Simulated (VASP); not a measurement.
Li2S: single point with r2SCAN

Li2S:

```
CELL_PARAMETERS angstrom
0.00000 2.81577 2.81577
2.81577 0.00000 2.81577
2.81577 2.81577 0.00000
ATOMIC_POSITIONS crystal
Li 0.25000 0.25000 0.25000
Li 0.75000 0.75000 0.75000
S 0.00000 0.00000 0.00000
```

This cell differs from its parent crystal: volume scaled by 0.97.

```
Program             : VASP 6.6.1
Task                : single point
Functional          : r2SCAN
Potentials or basis : VASP PAW PBE potentials, release 64 (Li_sv, S)
Cutoff              : 830 eV
k mesh              : 8 × 8 × 8
Occupations         : gaussian, width 0.02 eV
Spin                : no spin polarisation
```

```
Pressure               : 1.2 GPa
Band gap on the k mesh : 3.84 eV, indirect (least direct gap 5.22 eV)
```

Levels at points of the mesh, in eV from the valence-band top:
| k point | band 2 | band 3 | band 4 | band 5 | band 6 | band 7 | band 8 | band 9 | band 10 | band 11 |
| --- | --- | --- | --- | --- | --- | --- | --- | --- | --- | --- |
| (0.00, 0.00, 0.00) | -45.50 | -11.57 | 0.00 | 0.00 | 0.00 | 5.22 | 6.92 | 6.92 | 6.92 | 11.85 |
| (0.50, 0.00, 0.00) | -45.52 | -11.11 | -2.99 | -0.53 | -0.53 | 7.13 | 7.21 | 7.21 | 9.30 | 13.85 |
| (0.50, 0.50, 0.00) | -45.51 | -10.97 | -2.22 | -1.50 | -1.50 | 3.84 | 7.98 | 12.41 | 12.41 | 13.53 |

It took 90 s on 1 thread of Intel(R) Xeon(R) 6975P-C (Granite Rapids), on a shared host, peak memory 0.25 GiB.

Caveat: the PAW data sets were made with another functional, which shifts forces and pressure a little. A k mesh can miss the band edges.
